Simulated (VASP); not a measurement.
Set up this calculation in VASP 6.6.1, as the native input.

```
Task                   : single point
Functional             : PBE
Potentials or basis    : VASP PAW PBE potentials, release 64 (Lu)
Cutoff                 : 520 eV
k mesh                 : 18 × 18 × 18
Occupations            : gaussian, width 0.1 eV
Spin                   : no spin polarisation
Dipole correction      : no
Further INCAR settings : ALGO = Fast; EDIFF = 1e-06; NBANDS = 18
```

The structure of Lu lies in POSCAR:

```
Lu
1.0
    3.2060190137      0.0000000000      0.0000000000
    0.0000000000      3.2060190137      0.0000000000
    0.0000000000      0.0000000000      3.2060190137
Lu
1
Direct
    0.5000000000      0.5000000000      0.5000000000
```

These files were run (other wordings do the same):

INCAR

```
SYSTEM = Lu
PREC     = Accurate       ! precision mode
ENCUT    = 520            ! plane-wave cutoff, eV
EDIFF    = 1E-6           ! SCF threshold, eV
ISMEAR   = 0              ! smearing method
SIGMA    = 0.1            ! smearing width, eV
LREAL    = .FALSE.        ! projectors in reciprocal space
LASPH    = .TRUE.         ! aspherical terms in the spheres
NELM     = 60             ! most SCF steps
ALGO     = Fast           ! electronic algorithm
ISIF     = 2              ! what is computed and relaxed
LWAVE    = .FALSE.        ! write WAVECAR
LCHARG   = .TRUE.         ! write CHGCAR
GGA      = PE             ! functional
LELF     = .TRUE.         ! ELF
LVHAR    = .TRUE.       
NBANDS   = 18             ! bands
```

KPOINTS

```
regular mesh
0
G
  18 18 18
  0 0 0
```

Potentials or basis: VASP PAW PBE potentials, release 64 (Lu).

Run with:

```sh
$ cat potpaw_PBE.64/Lu/POTCAR > POTCAR
$ mpirun -np 1 vasp_std > vasp.out
```

It gave:

- Pressure: 0.1 GPa

Wall time 120 s on 1 thread of AMD EPYC 7R13 (shared host), peak memory 0.25 GiB.
